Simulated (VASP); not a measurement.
Set up this calculation in VASP 6.6.1, as the native input.

| Item | Value |
| --- | --- |
| Task | single point |
| Functional | PBEsol |
| Potentials or basis | VASP PAW PBE potentials, release 64 (Cr_pv) |
| Cutoff | 520 eV |
| k mesh | 26 × 26 × 26 |
| Occupations | gaussian, width 0.15 eV |
| Spin | no spin polarisation |
| Dipole correction | no |
| Further INCAR settings | ALGO = Fast; EDIFF = 1e-06; NBANDS = 12 |

The structure of Cr lies in POSCAR:

```
Cr
1.0
   -1.4419500000      1.4419500000      1.4419500000
    1.4419500000     -1.4419500000      1.4419500000
    1.4419500000      1.4419500000     -1.4419500000
Cr
1
Direct
    0.0000000000      0.0000000000      0.0000000000
```

These files were run (other wordings do the same):

INCAR

```
SYSTEM = Cr
ALGO = Fast
EDIFF = 1E-6
ENCUT = 520
GGA = PS
ISIF = 2
ISMEAR = 0
LASPH = .True.
LCHARG = .False.
LREAL = .False.
LWAVE = .False.
NBANDS = 12
NELM = 60
PREC = Accurate
SIGMA = 0.15
```

KPOINTS

```
k-points
0
Gamma
  26 26 26
  0 0 0
```

Potentials or basis: VASP PAW PBE potentials, release 64 (Cr_pv).

The run is started by

```sh
$ cat potpaw_PBE.64/Cr_pv/POTCAR > POTCAR
$ mpirun -np 1 vasp_std > vasp.out
```

Results of the run:

```yaml
Pressure: -18.1 GPa
Band_gap_on_the_k_mesh: zero (band 6 reaches 12.64 eV, above the bottom of band 7 at 9.44 eV)
```

Caveat: the PAW data sets were made with another functional, which shifts forces and pressure a little; the run has no spin polarisation, though such a crystal can be magnetic.

Wall time 28 s on 1 thread of Intel(R) Xeon(R) 6975P-C (Granite Rapids) (shared host), peak memory 0.19 GiB.
